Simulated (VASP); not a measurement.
Write the native input for VASP 6.6.1 that does the following.

```yaml
Task: single point
Functional: PBEsol
Potentials_or_basis: VASP PAW PBE potentials, release 64 (Au)
Cutoff: 520 eV
k_mesh: 18 × 10 × 12
Occupations: gaussian, width 0.1 eV
Spin: no spin polarisation
Dipole_correction: no
Further_INCAR_settings: ALGO = Fast; EDIFF = 1e-06; NBANDS = 30
```

The structure of Au lies in POSCAR:

```
Au
1.0
    2.7636294627      0.0000000000      0.0000000000
    0.0000000000      4.9333260740      0.0000000000
    0.0000000000      0.0000000000      4.8582856821
Au
4
Direct
    0.0000000000      0.3364777174      0.7500000000
    0.5000000000      0.1635222826      0.2500000000
    0.5000000000      0.8364777174      0.7500000000
    0.0000000000      0.6635222826      0.2500000000
```

This cell differs from its parent crystal: biaxial strain in the a-b plane: -2.0 %.

The input as run:

INCAR

```
ALGO = Fast ; EDIFF = 1E-6
ENCUT = 520 ; GGA = PS
ISIF = 2 ; ISMEAR = 0
LASPH = True ; LCHARG = False
LREAL = False ; LWAVE = False
NBANDS = 30 ; NELM = 60
PREC = Accurate ; SIGMA = 0.1
```

KPOINTS

```
k-points
0
Gamma
  18 10 12
```

Potentials or basis: VASP PAW PBE potentials, release 64 (Au).

Run with:

```console
$ cat potpaw_PBE.64/Au/POTCAR > POTCAR
$ mpirun -np 1 vasp_std > vasp.out
```

It gave:

```yaml
Pressure: 5.5 GPa
Band_gap_on_the_k_mesh: zero (bands 22 and 23 overlap by 4.60 eV)
```

Caveat: the cell differs from its parent crystal (biaxial strain in the a-b plane: -2.0 %); the stress differs along the axes, from 3 to 8 GPa; the PAW data sets were made with another functional, which shifts forces and pressure a little; spin-orbit coupling is left out, which moves the levels of the heavy elements.

It took 4.8 min on 1 thread of AMD EPYC 9R45 96-Core Processor (Zen 5), with other jobs on the host, peak memory 0.62 GiB.
